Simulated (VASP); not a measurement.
# Ga3B (Pm-3m) in VASP: further runs, part 2 of 2

VASP 6.6.1. Earlier steps stand in the parts before.

## 3. Relaxation of cell and atoms, PBE

This run uses another cell than the first one, of 20.02 Å³/atom, 0.949 times its volume.

The input, INCAR:

```
SYSTEM = Ga3B
PREC = Accurate
ENCUT = 600
EDIFF = 1E-7
ISMEAR = 0
SIGMA = 0.1
LREAL = .False.
LASPH = .True.
NELM = 100
ALGO = Normal
ISIF = 3
LWAVE = .False.
LCHARG = .False.
GGA = PE
IBRION = 2
NSW = 100
EDIFFG = -0.01
```

The input, KPOINTS:

```
regular mesh
0
Gamma
  12 12 12
  0 0 0
```

The input, POSCAR:

```
Ga3B
1.0
    4.3105656157      0.0000000000      0.0000000000
    0.0000000000      4.3105656157      0.0000000000
    0.0000000000      0.0000000000      4.3105656157
Ga B
3 1
Direct
    0.5000000000      0.0000000000      0.0000000000
    0.0000000000      0.5000000000      0.0000000000
    0.0000000000      0.0000000000      0.5000000000
    0.0000000000      0.0000000000      0.0000000000
```

Potentials or basis: VASP PAW PBE potentials, release 64 (Ga_d, B).

The run is started by

```bash
cat potpaw_PBE.64/Ga_d/POTCAR potpaw_PBE.64/B/POTCAR > POTCAR
mpirun -np 1 vasp_std > vasp.out
```

OUTCAR:

```text
SYSTEM = Ga3B
   PREC = Accurate
   ENCUT = 600
   EDIFF = 1E-7
   ISMEAR = 0
   LREAL = .False.
   LASPH = .True.
   NELM = 100
   ISIF = 3
   GGA = PE
   IBRION = 2
   NSW = 100
   EDIFFG = -0.01

 ion  position               nearest neighbor table
   1  0.500  0.000  0.000-   4 2.16   4 2.16
   2  0.000  0.500  0.000-   4 2.16   4 2.16
   3  0.000  0.000  0.500-   4 2.16   4 2.16
   4  0.000  0.000  0.000-   1 2.16   2 2.16   3 2.16   3 2.16   2 2.16   1 2.16

  LATTYP: Found a simple cubic cell.
 ALAT       =     4.3105656157

  Lattice vectors:

 A1 = (   4.3105656157,   0.0000000000,   0.0000000000)
 A2 = (   0.0000000000,   4.3105656157,   0.0000000000)
 A3 = (   0.0000000000,   0.0000000000,   4.3105656157)

Analysis of symmetry for initial positions (statically):
=====================================================================
 Subroutine PRICEL returns:
 Original cell was already a primitive cell.

 Routine SETGRP: Setting up the symmetry group for a
 simple cubic supercell.

 Subroutine GETGRP returns: Found 48 space group operations
 (whereof 48 operations were pure point group operations)
 out of a pool of 48 trial point group operations.

The static configuration has the point symmetry O_h .

Analysis of symmetry for dynamics (positions and initial velocities):
=====================================================================
 Subroutine PRICEL returns:
 Original cell was already a primitive cell.

 Routine SETGRP: Setting up the symmetry group for a
 simple cubic supercell.

 Subroutine GETGRP returns: Found 48 space group operations
 (whereof 48 operations were pure point group operations)
 out of a pool of 48 trial point group operations.

The dynamic configuration has the point symmetry O_h .

 Subroutine INISYM returns: Found 48 space group operations
 (whereof 48 operations are pure point group operations),
 and found     1 'primitive' translations

----------------------------------------------------------------------------------------

                                     Primitive cell

  volume of cell :      80.0945

  direct lattice vectors                    reciprocal lattice vectors
     4.310565616  0.000000000  0.000000000     0.231988117  0.000000000  0.000000000
     0.000000000  4.310565616  0.000000000     0.000000000  0.231988117  0.000000000
     0.000000000  0.000000000  4.310565616     0.000000000  0.000000000  0.231988117

  length of vectors
     4.310565616  4.310565616  4.310565616     0.231988117  0.231988117  0.231988117

  position of ions in fractional coordinates (direct lattice)
     0.500000000  0.000000000  0.000000000
     0.000000000  0.500000000  0.000000000
     0.000000000  0.000000000  0.500000000
     0.000000000  0.000000000  0.000000000

  ion indices of the primitive-cell ions
   primitive index   ion index
                 1           1
                 2           2
                 3           3
                 4           4

----------------------------------------------------------------------------------------

 KPOINTS: regular mesh

Automatic generation of k-mesh.
[... 46 lines left out ...]
  0.416667  0.333333  0.000000     24.000000
 [... further k-points ...]
   k-points           NKPTS =     84   k-points in BZ     NKDIM =     84   number of bands    NBANDS=     25
   number of dos      NEDOS =    301   number of ions     NIONS =      4
   total plane-waves  NPLWV =  46656
   dimension x,y,z NGX =    36 NGY =   36 NGZ =   36
   dimension x,y,z NGXF=    72 NGYF=   72 NGZF=   72
   ions per type =               3   1
   NGX,Y,Z   is equivalent  to a cutoff of  13.88, 13.88, 13.88 a.u.
   NGXF,Y,Z  is equivalent  to a cutoff of  27.77, 27.77, 27.77 a.u.
 SYSTEM =  Ga3B
   PREC   = accura    normal or accurate (medium, high low for compatibility)
   ISTART =      0    job   : 0-new  1-cont  2-samecut
   ICHARG =      2    charge: 1-file 2-atom 10-const
   ISPIN  =      1    spin polarized calculation?
   LNONCOLLINEAR =      F non collinear calculations
   LSORBIT =      F    spin-orbit coupling
   LASPH  =      T    aspherical Exc in radial PAW
   ENCUT  =  600.0 eV  44.10 Ry    6.64 a.u.   8.61  8.61  8.61*2*pi/ulx,y,z
   NELM   =    100;   NELMIN=  2; NELMDL= -5     # of ELM steps
   EDIFF  = 0.1E-06   stopping-criterion for ELM
   LREAL  =      F    real-space projection
   EDIFFG = -.1E-01   stopping-criterion for IOM
   NSW    =    100    number of steps for IOM
   IBRION =      2    ionic relax: 0-MD 1-quasi-New 2-CG
   NFREE  =      1    steps in history (QN), initial steepest desc. (CG)
   ISIF   =      3    stress and relaxation
   ISYM   =      2    0-nonsym 1-usesym 2-fastsym
   POTIM  = 0.5000    time-step for ionic-motion
   TEBEG  =    0.0;   TEEND  =   0.0 temperature during run
   PSTRESS=    0.0 pullay stress
   NELECT =      42.0000    total number of electrons
   NUPDOWN=      -1.0000    fix difference up-down
   EMIN   =  10.00;   EMAX   =-10.00  energy-range for DOS
   EFERMI =   0.00;   METHOD = LEGACY
   ISMEAR =     0;   SIGMA  =   0.10  broadening in eV -4-tet -1-fermi 0-gaus
   EFERMI_NEDOS =   21; number of points for ismear=-14 and -15
   IALGO  =     38    algorithm
   IMIX   =      4    mixing-type and parameters
     AMIX     =   0.40;   BMIX     =  1.00
     AMIX_MAG =   1.60;   BMIX_MAG =  1.00
  volume/ion in A,a.u.               =      20.02       135.13
  Fermi-wavevector in a.u.,A,eV,Ry     =   1.320151  2.494724 23.712222  1.742799
  Thomas-Fermi vector in A             =   2.449998
   LORBIT       =      0    0 simple, 1 ext, 2 COOP (PROOUT), +10 PAW based schemes
   GGA     = PE    functional components
   LHFCALC =     F    Hartree Fock is set to
   AEXX    =    0.0000 exact exchange contribution
   IVDW    =     0    specifies the selected vdW correction
   LEPSILON=     F    determine dielectric tensor
   LRPA    =     F    only Hartree local field effects (RPA)
 conjugate gradient relaxation of ions
 non-spin polarized calculation
 Gauss-broadening in eV      SIGMA  =   0.10
  energy-cutoff  :      600.00
  volume of cell :       80.09
 maximum number of plane-waves:      2721
 NGX is ok and might be reduce to    36
   NGX = 17   NGY = 17   NGZ = 17

--------------------------------------- Ionic step        1  -------------------------------------------

 number of electron      42.0000050 magnetization

 Free energy of the ion-electron system (eV)
  ---------------------------------------------------
  ext. energy  EPLUGINS =         0.00000000
  ---------------------------------------------------
  free energy    TOTEN  =       -12.70439573 eV

  energy without entropy =      -12.69335621  energy(sigma->0) =      -12.69887597

------------------------ aborting loop because EDIFF is reached ----------------------------------------

  FORCE on cell =-STRESS in cart. coord.  units (eV):
  Direction    XX          YY          ZZ          XY          YZ          ZX
  --------------------------------------------------------------------------------------
  -------------------------------------------------------------------------------------
  Total        1.3370038      1.3370038      1.3370038      0.0000000     -0.0000000     -0.0000000
  in kB       26.7448673     26.7448673     26.7448673      0.0000000     -0.0000000     -0.0000000
  external PRESSURE =      26.7448673 kB  Pullay stress =       0.0000000 kB
[... 63 lines left out ...]
--------------------------------------- Ionic step        3  -------------------------------------------

 number of electron      41.9999975 magnetization

 Free energy of the ion-electron system (eV)
  ---------------------------------------------------
  ext. energy  EPLUGINS =         0.00000000
  ---------------------------------------------------
  free energy    TOTEN  =       -12.73916720 eV

  energy without entropy =      -12.72718888  energy(sigma->0) =      -12.73317804

 E-fermi :   3.4882     XC(G=0):  -9.4990

 val. band max:        3.4830427990   @ k =   0.4167   0.1667   0.1667
 cond. band min:       3.4928267565   @ k =   0.3333   0.1667   0.0833
 fundamental gap:      0.0097839575
 Fermi energy:         3.4882033952

 k-point     1 :       0.0000    0.0000    0.0000
  band No.  band energies     occupation
      1     -11.9958      2.00000
      2     -11.6858      2.00000
      3     -11.6858      2.00000
      4     -11.6858      2.00000
      5     -11.6348      2.00000
      6     -11.6348      2.00000
[... 661 lines left out ...]
     24       5.9616      0.00000
     25       6.1478      0.00000

 [... further k-points ...]

------------------------ aborting loop because EDIFF is reached ----------------------------------------

  FORCE on cell =-STRESS in cart. coord.  units (eV):
  Direction    XX          YY          ZZ          XY          YZ          ZX
  --------------------------------------------------------------------------------------
  -------------------------------------------------------------------------------------
  Total        0.0219328      0.0219328      0.0219328     -0.0000000     -0.0000000      0.0000000
  in kB        0.4160637      0.4160637      0.4160637     -0.0000000     -0.0000000      0.0000000
  external PRESSURE =       0.4160637 kB  Pullay stress =       0.0000000 kB
[... 19 lines left out ...]
  FREE ENERGIE OF THE ION-ELECTRON SYSTEM (eV)
  ---------------------------------------------------
  free  energy   TOTEN  =       -12.7391671982 eV

  energy  without entropy=      -12.7271888835  energy(sigma->0) =      -12.73317804

 reached required accuracy - stopping structural energy minimisation
```

CONTCAR:

```text
Ga3B
   1.00000000000000
     4.3874810007953391    0.0000000000000000   -0.0000000000000000
     0.0000000000000000    4.3874810007953391    0.0000000000000000
    -0.0000000000000000   -0.0000000000000000    4.3874810007953391
  Ga              B
     3     1
Direct
     0.5000000000000000    0.0000000000000000    0.0000000000000000
     0.0000000000000000    0.5000000000000000    0.0000000000000000
     0.0000000000000000    0.0000000000000000    0.5000000000000000
     0.0000000000000000    0.0000000000000000    0.0000000000000000

  0.00000000E+00  0.00000000E+00  0.00000000E+00
  0.00000000E+00  0.00000000E+00  0.00000000E+00
  0.00000000E+00  0.00000000E+00  0.00000000E+00
  0.00000000E+00  0.00000000E+00  0.00000000E+00
```

Wall time 3.4 min (1 thread of Intel Xeon Platinum 8488C (Sapphire Rapids), shared host); peak memory 0.34 GiB.

What came out:

```yaml
Free_energy: -12.7392 eV
Relaxed_volume: 21.11 Å³/atom
Relaxed_cell: a = 4.387 Å, b = 4.387 Å, c = 4.387 Å, α = 90.00°, β = 90.00°, γ = 90.00°
Space_group_after_relaxing_to_0.05_Å: Pm-3m (No. 221)
Energy_gained_by_relaxing: 8.7 meV/atom
Ionic_steps: 3
Pressure_after_relaxing: 0.0 GPa
Band_gap_on_the_k_mesh: zero (band 21 reaches 3.80 eV, above the bottom of band 22 at 1.57 eV)
```

The path:
```
step  energy change (eV)  largest force (eV/Å)  pressure (GPa)  volume (Å³)
   1              0.0000                0.0000            2.67        80.09
   2             -0.0344                0.0000            0.23        84.03
   3             -0.0348                0.0000            0.04        84.46
```

Final structure:
```
Ga B
1.0
     4.38748    0.00000    0.00000
     0.00000    4.38748    0.00000
     0.00000    0.00000    4.38748
Ga B
3 1
Direct
  0.50000 0.00000 0.00000
  0.00000 0.50000 0.00000
  0.00000 0.00000 0.50000
  0.00000 0.00000 0.00000
```

## 4. Single point, PBE

This run uses another cell than the first one, of 15.36 Å³/atom, 0.727 times its volume.

The input, INCAR:

```
ALGO = Normal
EDIFF = 1E-7
ENCUT = 520
GGA = PE
ISIF = 2
ISMEAR = 0
LASPH = T
LCHARG = F
LREAL = F
LWAVE = F
NBANDS = 29
NELM = 100
PREC = Accurate
SIGMA = 0.1
```

The input, KPOINTS:

```
k-points
0
Gamma
  4 4 4
```

The input, POSCAR:

```
Ga3B
1.0
    3.9455205800      0.0000000000      0.0000000000
    0.0000000000      3.9455205800      0.0000000000
    0.0000000000      0.0000000000      3.9455205800
Ga B
3 1
Direct
    0.5000000000      0.0000000000      0.0000000000
    0.0000000000      0.5000000000      0.0000000000
    0.0000000000      0.0000000000      0.5000000000
    0.0000000000      0.0000000000      0.0000000000
```

The run is started by

```bash
cat potpaw_PBE.64/Ga_d/POTCAR potpaw_PBE.64/B/POTCAR > POTCAR
mpirun -np 1 vasp_std > vasp.out
```

It took 14 s on 1 thread of Intel Xeon Platinum 8488C (Sapphire Rapids), shared host; peak memory 0.17 GiB.

Results (log left out):

```
Free energy            : -11.5243 eV
Pressure               : 29.0 GPa
Band gap on the k mesh : zero (band 21 reaches 6.08 eV, above the bottom of band 22 at 3.08 eV)
```

Levels at points of the mesh, in eV from the Fermi level:
```csv
k point,band 17,band 18,band 19,band 20,band 21,band 22,band 23,band 24,band 25,band 26
"(0.00, 0.00, 0.00)",-5.48,-5.48,-5.48,-1.99,-1.99,-0.54,4.81,4.81,4.81,6.20
"(0.50, 0.00, 0.00)",-9.36,-4.62,-4.62,-1.05,-0.34,1.85,1.85,1.86,2.43,6.00
"(0.50, 0.50, 0.00)",-8.25,-8.25,-3.77,-3.68,0.04,2.52,2.52,2.94,2.94,7.53
"(0.50, 0.50, 0.50)",-7.11,-7.11,-7.11,-2.95,-2.95,-2.95,2.66,7.21,7.21,7.21
```

Caveat: the k points lie up to 0.40 Å⁻¹ apart.

## 5. The runs side by side

```tsv
task	cell	k mesh	cutoff (eV)	gap on the mesh (eV)	pressure (GPa)
single point	a = 4.387 Å, 4 atoms	12 × 12 × 12	520	none	0.0
relaxation of cell and atoms	relaxed from a = 4.311 Å, 4 atoms	12 × 12 × 12	600	none	0.0
single point	a = 3.946 Å, 4 atoms	4 × 4 × 4	520	none	29.0
```

Alike in all rows: level PBE; potentials or basis VASP PAW PBE potentials, release 64 (Ga_d, B); no spin polarisation; smearing gaussian 0.1 eV.

Caveats: some runs use coarse meshes.

Total energies depend on the potentials used, so only differences within one code and one set of settings carry meaning.
